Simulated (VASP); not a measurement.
A run of VASP 6.6.1 is set up as follows.

The input INCAR:

```
SYSTEM = Be2SnCl6
PREC     = Accurate       ! precision mode
ENCUT    = 520            ! plane-wave cutoff, eV
EDIFF    = 1E-6           ! SCF threshold, eV
ISMEAR   = 0              ! smearing method
SIGMA    = 0.1            ! smearing width, eV
LREAL    = .FALSE.        ! projectors in reciprocal space
LASPH    = .TRUE.         ! aspherical terms in the spheres
NELM     = 100            ! most SCF steps
ALGO     = Normal         ! electronic algorithm
ISIF     = 2              ! what is computed and relaxed
LWAVE    = .FALSE.        ! write WAVECAR
LCHARG   = .TRUE.         ! write CHGCAR
GGA      = PE             ! functional
LELF     = .TRUE.         ! ELF
LVHAR    = .TRUE.       
NBANDS   = 40             ! bands
```

Contents of KPOINTS:

```
regular mesh
0
G
  8 8 8
  0 0 0
```

The input POSCAR:

```
Be2SnCl6
1.0
    0.0000000000      4.8216336535      4.8216336535
    4.8216336535      0.0000000000      4.8216336535
    4.8216336535      4.8216336535      0.0000000000
Be Sn Cl
2 1 6
Direct
    0.2500000000      0.2500000000      0.2500000000
    0.7500000000      0.7500000000      0.7500000000
    0.0000000000      0.0000000000      0.0000000000
    0.7471112706      0.2528887294      0.7471112706
    0.2528887294      0.2528887294      0.7471112706
    0.7471112706      0.7471112706      0.2528887294
    0.2528887294      0.7471112706      0.2528887294
    0.2528887294      0.7471112706      0.7471112706
    0.7471112706      0.2528887294      0.2528887294
```

Potentials or basis: VASP PAW PBE potentials, release 64 (Be, Sn_d, Cl).

Command:

```console
$ cat potpaw_PBE.64/Be/POTCAR potpaw_PBE.64/Sn_d/POTCAR potpaw_PBE.64/Cl/POTCAR > POTCAR
$ mpirun -np 1 vasp_std > vasp.out
```

Task: What does it give for the pressure?

Result: -0.1 GPa.

Task: What does it give for the band gap on the k mesh?

Result: Zero (band 30 reaches 2.40 eV, above the bottom of band 31 at 1.11 eV).

Task: What does it give for the largest force?

Result: 0.009 eV/Å.

Forces on the atoms (eV/Å):
```
Be   0.000  0.000  0.000
Be   0.000  0.000  0.000
Sn   0.000  0.000  0.000
Cl   0.000  0.009  0.000
Cl   0.000  0.000 -0.009
Cl   0.000  0.000  0.009
Cl   0.000 -0.009  0.000
Cl   0.009  0.000  0.000
Cl  -0.009  0.000  0.000
```

Caveat: spin-orbit coupling is left out, which moves the levels of the heavy elements.
